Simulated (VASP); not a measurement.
A run of VASP 6.6.1 is set up as follows.

INCAR

```
  ALGO = Normal
  EDIFF = 1E-6
  ENCUT = 520
  GGA = PE
  ISIF = 2
  ISMEAR = 0
  LASPH = True
  LCHARG = False
  LREAL = False
  LWAVE = False
  NBANDS = 17
  NELM = 80
  PREC = Accurate
  SIGMA = 0.05
```

File KPOINTS:

```
k-points
0
Gamma
  10 10 10
```

The input POSCAR:

```
BiN
1.0
    0.0000000000      2.7944892930      2.7944892930
    2.7944892930      0.0000000000      2.7944892930
    2.7944892930      2.7944892930      0.0000000000
Bi N
1 1
Direct
    0.0000000000      0.0000000000      0.0000000000
    0.2500000000      0.2500000000      0.2500000000
```

Potentials or basis: VASP PAW PBE potentials, release 64 (Bi_d, N).

The run is started by

```sh
$ cat potpaw_PBE.64/Bi_d/POTCAR potpaw_PBE.64/N/POTCAR > POTCAR
$ mpirun -np 1 vasp_std > vasp.out
```

(1) What does it give for the pressure?

(2) What does it give for the band gap on the k mesh?

Answers

(1) -1.6 GPa.

(2) zero (band 10 reaches 6.25 eV, above the bottom of band 11 at 5.68 eV).

Caveat: spin-orbit coupling is left out, which moves the levels of the heavy elements.
